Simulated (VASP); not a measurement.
Input of a VASP 6.6.1 run:

Contents of INCAR:

```
ALGO = Normal
EDIFF = 1E-7
ENCUT = 520
GGA = PS
ISIF = 2
ISMEAR = 1
LASPH = True
LCHARG = False
LREAL = False
LWAVE = False
NBANDS = 8
NELM = 80
PREC = Accurate
SIGMA = 0.1
```

Contents of KPOINTS:

```
k-points
0
Gamma
  11 11 11
```

POSCAR

```
Li
1.0
   -1.5105015994      1.5105015994      1.5105015994
    1.5105015994     -1.5105015994      1.5105015994
    1.5105015994      1.5105015994     -1.5105015994
Li
1
Direct
    0.0000000000      0.0000000000      0.0000000000
```

Potentials or basis: VASP PAW PBE potentials, release 64 (Li_sv).

The run is started by

```sh
$ cat potpaw_PBE.64/Li_sv/POTCAR > POTCAR
$ mpirun -np 1 vasp_std > vasp.out
```

Q: Estimate the band gap on the k mesh.

A: Zero (an odd number of electrons rules out a gap without spin polarisation).
